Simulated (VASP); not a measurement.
# SnSe in VASP: a series of runs, part 2 of 2

VASP 6.6.1. Earlier steps stand in the parts before.

## (5) Single point, LDA (strain +0.0525 x Voigt [0, 0, 0, 1, 0, 0])

Contents of INCAR:

```
SYSTEM = SnSe
PREC = Accurate ; ENCUT = 500
EDIFF = 1E-6 ; ISMEAR = 0
SIGMA = 0.05 ; LREAL = .False.
LASPH = .True. ; NELM = 120
ALGO = Normal ; ISIF = 2
LWAVE = .False. ; LCHARG = .False.
NBANDS = 28 ; GGA_COMPAT = .False.
```

Contents of KPOINTS:

```
Automatic mesh
0
Gamma
  6 6 4
  0 0 0
```

Contents of POSCAR:

```
SnSe
1.0
    4.1898989379      0.0000000000      0.0000000000
    0.0000000000      4.1898989379      0.1099848471
    0.0000000000      0.2882151022     10.9796229414
Sn Se
2 2
Direct
    0.5000000000      0.0000000000      0.3781633338
    0.0000000000      0.5000000000      0.6218366662
    0.5000000000      0.0000000000      0.6217782129
    0.0000000000      0.5000000000      0.3782217871
```

Potentials or basis: VASP PAW LDA potentials, release 64 (Sn_d, Se).

Run with:

```
$ cat potpaw_LDA.64/Sn_d/POTCAR potpaw_LDA.64/Se/POTCAR > POTCAR
$ mpirun -np 1 vasp_std > vasp.out
```

OUTCAR:

```text
SYSTEM = SnSe
   PREC = Accurate
   ENCUT = 500
   EDIFF = 1E-6
   ISMEAR = 0
   LREAL = .False.
   LASPH = .True.
   NELM = 120
   ISIF = 2

 ion  position               nearest neighbor table
   1  0.500  0.000  0.378-   3 2.68   4 2.96   4 2.96   4 2.96   4 2.96
   2  0.000  0.500  0.622-   4 2.68   3 2.96   3 2.96   3 2.96   3 2.96
   3  0.500  0.000  0.622-   1 2.68   2 2.96   2 2.96   2 2.96   2 2.96
   4  0.000  0.500  0.378-   2 2.68   1 2.96   1 2.96   1 2.96   1 2.96

  LATTYP: Found a simple monoclinic cell.
 ALAT       =     4.1913422404
 B/A-ratio  =     0.9996556467
 C/A-ratio  =     2.6204982755
 COS(beta)  =    -0.0524638491

  Lattice vectors:

 A1 = (   0.0000000000,   4.1898989379,   0.1099848471)
 A2 = (   4.1898989379,   0.0000000000,   0.0000000000)
 A3 = (   0.0000000000,  -0.2882151022, -10.9796229414)

Analysis of symmetry for initial positions (statically):
=====================================================================
 Subroutine PRICEL returns:
 Original cell was already a primitive cell.

 Routine SETGRP: Setting up the symmetry group for a
 simple monoclinic supercell.

 Subroutine GETGRP returns: Found  4 space group operations
 (whereof  2 operations were pure point group operations)
 out of a pool of  4 trial point group operations.

The static configuration has the point symmetry C_1h.
 The point group associated with its full space group is C_2h.

Analysis of symmetry for dynamics (positions and initial velocities):
=====================================================================
 Subroutine PRICEL returns:
 Original cell was already a primitive cell.

 Routine SETGRP: Setting up the symmetry group for a
 simple monoclinic supercell.

 Subroutine GETGRP returns: Found  4 space group operations
 (whereof  2 operations were pure point group operations)
 out of a pool of  4 trial point group operations.

The dynamic configuration has the point symmetry C_1h.
 The point group associated with its full space group is C_2h.

 Subroutine INISYM returns: Found  4 space group operations
 (whereof  2 operations are pure point group operations),
 and found     1 'primitive' translations

----------------------------------------------------------------------------------------

                                     Primitive cell

  volume of cell :     192.6172

  direct lattice vectors                    reciprocal lattice vectors
     4.189898938  0.000000000  0.000000000     0.238669241  0.000000000  0.000000000
     0.000000000  4.189898938  0.109984847     0.000000000  0.238833813 -0.006269388
     0.000000000  0.288215102 10.979622941     0.000000000 -0.002392441  0.091140610

  length of vectors
     4.189898938  4.191342240 10.983405113     0.238669241  0.238916084  0.091172006

  position of ions in fractional coordinates (direct lattice)
     0.500000000  0.000000000  0.378163334
     0.000000000  0.500000000  0.621836666
     0.500000000  0.000000000  0.621778213
     0.000000000  0.500000000  0.378221787

  ion indices of the primitive-cell ions
   primitive index   ion index
                 1           1
[... 23 lines left out ...]
     0.000000000  0.000000000  0.000000000

 Subroutine IBZKPT returns following result:
 ===========================================

 Found     56 irreducible k-points:

 Following reciprocal coordinates:
            Coordinates               Weight
  0.000000  0.000000  0.000000      1.000000
  0.166667  0.000000  0.000000      2.000000
  0.333333  0.000000  0.000000      2.000000
  0.500000  0.000000  0.000000      1.000000
  0.000000  0.166667  0.000000      2.000000
  0.166667  0.166667  0.000000      4.000000
[... 16 lines left out ...]
  0.333333  0.166667  0.250000      4.000000
  0.500000  0.166667  0.250000      2.000000
 [... further k-points ...]
   k-points           NKPTS =     56   k-points in BZ     NKDIM =     56   number of bands    NBANDS=     28
   number of dos      NEDOS =    301   number of ions     NIONS =      4
   total plane-waves  NPLWV =  81920
   dimension x,y,z NGX =    32 NGY =   32 NGZ =   80
   dimension x,y,z NGXF=    64 NGYF=   64 NGZF=  160
   ions per type =               2   2
   NGX,Y,Z   is equivalent  to a cutoff of  12.70, 12.69, 12.11 a.u.
   NGXF,Y,Z  is equivalent  to a cutoff of  25.39, 25.39, 24.22 a.u.
 SYSTEM =  SnSe
   PREC   = accura    normal or accurate (medium, high low for compatibility)
   ISTART =      0    job   : 0-new  1-cont  2-samecut
   ICHARG =      2    charge: 1-file 2-atom 10-const
   ISPIN  =      1    spin polarized calculation?
   LNONCOLLINEAR =      F non collinear calculations
   LSORBIT =      F    spin-orbit coupling
   LASPH  =      T    aspherical Exc in radial PAW
   ENCUT  =  500.0 eV  36.75 Ry    6.06 a.u.   7.64  7.64 20.03*2*pi/ulx,y,z
   NELM   =    120;   NELMIN=  2; NELMDL= -5     # of ELM steps
   EDIFF  = 0.1E-05   stopping-criterion for ELM
   LREAL  =      F    real-space projection
   EDIFFG = 0.1E-04   stopping-criterion for IOM
   NSW    =      0    number of steps for IOM
   IBRION =     -1    ionic relax: 0-MD 1-quasi-New 2-CG
   NFREE  =      0    steps in history (QN), initial steepest desc. (CG)
   ISIF   =      2    stress and relaxation
   ISYM   =      2    0-nonsym 1-usesym 2-fastsym
   POTIM  = 0.5000    time-step for ionic-motion
   TEBEG  =    0.0;   TEEND  =   0.0 temperature during run
   PSTRESS=    0.0 pullay stress
   NELECT =      40.0000    total number of electrons
   NUPDOWN=      -1.0000    fix difference up-down
   EMIN   =  10.00;   EMAX   =-10.00  energy-range for DOS
   EFERMI =   0.00;   METHOD = LEGACY
   ISMEAR =     0;   SIGMA  =   0.05  broadening in eV -4-tet -1-fermi 0-gaus
   EFERMI_NEDOS =   21; number of points for ismear=-14 and -15
   IALGO  =     38    algorithm
   IMIX   =      4    mixing-type and parameters
     AMIX     =   0.40;   BMIX     =  1.00
     AMIX_MAG =   1.60;   BMIX_MAG =  1.00
  volume/ion in A,a.u.               =      48.15       324.96
  Fermi-wavevector in a.u.,A,eV,Ry     =   0.969460  1.832013 12.787465  0.939852
  Thomas-Fermi vector in A             =   2.099514
   LORBIT       =      0    0 simple, 1 ext, 2 COOP (PROOUT), +10 PAW based schemes
   GGA     = CA    functional components
   LHFCALC =     F    Hartree Fock is set to
   AEXX    =    0.0000 exact exchange contribution
   IVDW    =     0    specifies the selected vdW correction
   LEPSILON=     F    determine dielectric tensor
   LRPA    =     F    only Hartree local field effects (RPA)
 non-spin polarized calculation
 Gauss-broadening in eV      SIGMA  =   0.05
  energy-cutoff  :      500.00
  volume of cell :      192.62
 maximum number of plane-waves:      4924
 NGX is ok and might be reduce to    32
   NGX = 15   NGY = 15   NGZ = 39

 number of electron      39.9999992 magnetization

 Free energy of the ion-electron system (eV)
  ---------------------------------------------------
  ext. energy  EPLUGINS =         0.00000000
  ---------------------------------------------------
  free energy    TOTEN  =       -18.48057189 eV

  energy without entropy =      -18.48057189  energy(sigma->0) =      -18.48057189

 E-fermi :   1.1248     XC(G=0):  -6.3529

 val. band max:        0.8287953150   @ k =   0.0000   0.3333   0.5000
 cond. band min:       2.2532367452   @ k =   0.3333   0.1667   0.5000
 fundamental gap:      1.4244414302
 Fermi energy:         1.1247809606

 k-point     1 :       0.0000    0.0000    0.0000
  band No.  band energies     occupation
      1     -20.2608      2.00000
      2     -20.2366      2.00000
      3     -20.2334      2.00000
      4     -20.2276      2.00000
      5     -20.2216      2.00000
      6     -20.2204      2.00000
[... 733 lines left out ...]
     27       6.7302      0.00000
     28       6.7302      0.00000

 [... further k-points ...]

------------------------ aborting loop because EDIFF is reached ----------------------------------------

  FORCE on cell =-STRESS in cart. coord.  units (eV):
  Direction    XX          YY          ZZ          XY          YZ          ZX
  --------------------------------------------------------------------------------------
  -------------------------------------------------------------------------------------
  Total        0.0738179      0.0379799      0.1252333      0.0000000     -0.4706556      0.0000000
  in kB        0.6140121      0.3159144      1.0416825      0.0000000     -3.9148817      0.0000000
  external PRESSURE =       0.6572030 kB  Pullay stress =       0.0000000 kB

 VOLUME and BASIS-vectors are now :
 -----------------------------------------------------------------------------
  energy-cutoff  :      500.00
  volume of cell :      192.62
      direct lattice vectors                 reciprocal lattice vectors
     4.189898938  0.000000000  0.000000000     0.238669241  0.000000000  0.000000000
     0.000000000  4.189898938  0.109984847     0.000000000  0.238833813 -0.006269388
     0.000000000  0.288215102 10.979622941     0.000000000 -0.002392441  0.091140610

 POSITION                                       TOTAL-FORCE (eV/Angst)
 -----------------------------------------------------------------------------------
      2.09495      0.10899      4.15209         0.000000      0.024150     -0.033905
      0.00000      2.27417      6.88252         0.000000     -0.024150      0.033905
      2.09495      0.17921      6.82689         0.000000     -0.152421      0.026903
      0.00000      2.20396      4.20773         0.000000      0.152421     -0.026903
 -----------------------------------------------------------------------------------
    total drift:                                0.000000      0.000000      0.000000

  FREE ENERGIE OF THE ION-ELECTRON SYSTEM (eV)
  ---------------------------------------------------
  free  energy   TOTEN  =       -18.4805718910 eV

  energy  without entropy=      -18.4805718910  energy(sigma->0) =      -18.48057189
```

OSZICAR:

```text
N       E                     dE             d eps       ncg     rms          rms(c)
DAV:   1     0.344033843891E+03    0.34403E+03   -0.18468E+04  3248   0.145E+03
DAV:   2     0.292095483023E+02   -0.31482E+03   -0.30594E+03  3400   0.364E+02
DAV:   3    -0.166608964638E+02   -0.45870E+02   -0.44979E+02  3860   0.146E+02
DAV:   4    -0.188906208289E+02   -0.22297E+01   -0.22193E+01  3720   0.342E+01
DAV:   5    -0.189545322558E+02   -0.63911E-01   -0.63890E-01  4224   0.607E+00    0.503E+00
DAV:   6    -0.185318897210E+02    0.42264E+00   -0.85720E-01  4284   0.500E+00    0.315E+00
DAV:   7    -0.184937291811E+02    0.38161E-01   -0.26630E-01  3872   0.201E+00    0.108E+00
DAV:   8    -0.184812920319E+02    0.12437E-01   -0.31474E-02  3932   0.112E+00    0.246E-01
DAV:   9    -0.184781679189E+02    0.31241E-02   -0.51232E-03  3744   0.417E-01    0.113E-01
DAV:  10    -0.184780209494E+02    0.14697E-03   -0.15730E-03  3432   0.160E-01    0.488E-02
DAV:  11    -0.184792478978E+02   -0.12269E-02   -0.15505E-03  3384   0.127E-01    0.601E-02
DAV:  12    -0.184804227259E+02   -0.11748E-02   -0.51226E-04  3588   0.907E-02    0.253E-02
DAV:  13    -0.184805005588E+02   -0.77833E-04   -0.44220E-05  3628   0.343E-02    0.147E-02
DAV:  14    -0.184805647041E+02   -0.64145E-04   -0.20250E-05  2972   0.143E-02    0.462E-03
DAV:  15    -0.184805697061E+02   -0.50020E-05   -0.12731E-06  3092   0.670E-03    0.128E-03
DAV:  16    -0.184805718369E+02   -0.21308E-05   -0.71099E-07  2660   0.329E-03    0.177E-03
DAV:  17    -0.184805718910E+02   -0.54072E-07   -0.97628E-08  2616   0.181E-03
   1 F= -.18480572E+02 E0= -.18480572E+02  d E =-.105863E-17
```

stdout:

```text
POSCAR found type information on POSCAR SnSe
 POSCAR found :  2 types and       4 ions
 scaLAPACK will be used
 LDA part: xc-table for (Slater(with rela. corr.)+CA(PZ))
 , standard interpolation
 POSCAR, INCAR and KPOINTS ok, starting setup
 FFT: planning ... GRIDC
 FFT: planning ... GRID_SOFT
 FFT: planning ... GRID
 WAVECAR not read
 entering main loop
```

Run time: 2.2 min. Hardware: 1 thread of Intel Xeon 6975P-C (Granite Rapids), shared host; peak memory 0.38 GiB.

Results:

```
Free energy            : -18.4806 eV
Largest force          : 0.155 eV/Å
Band gap on the k mesh : 1.42 eV (least direct gap 1.48 eV)
```

Forces in eV/Å, atoms in the order of the input:
```
Sn   0.000  0.024 -0.034
Sn   0.000 -0.024  0.034
Se   0.000 -0.152  0.027
Se   0.000  0.152 -0.027
```

Caveat: the cell differs from its parent crystal (strain +0.0525 x Voigt [0, 0, 0, 1, 0, 0]); spin-orbit coupling is left out, which moves the levels of the heavy elements.

## (6) Overview

```tsv
cell	gap on the mesh (eV)	largest force (eV/Å)
a = 4.190, b = 4.190, c = 10.980 Å, angles 88.7, 90.0, 90.0°, 4 atoms	1.44	0.07
a = 4.190, b = 4.192, c = 10.985 Å, angles 93.4, 90.0, 90.0°, 4 atoms	1.42	0.18
a = 4.190, b = 4.191, c = 10.982 Å, angles 87.4, 90.0, 90.0°, 4 atoms	1.43	0.13
a = 4.190, b = 4.191, c = 10.983 Å, angles 87.0, 90.0, 90.0°, 4 atoms	1.42	0.15
```

Alike in all rows: task single point; level LDA; potentials or basis VASP PAW LDA potentials, release 64 (Sn_d, Se); no spin polarisation; k mesh 6 × 6 × 4; cutoff (eV) 500; smearing gaussian 0.05 eV.

Caveats: spin-orbit coupling is left out, which moves the levels of the heavy elements.

Total energies depend on the potentials used, so only differences within one code and one set of settings carry meaning.
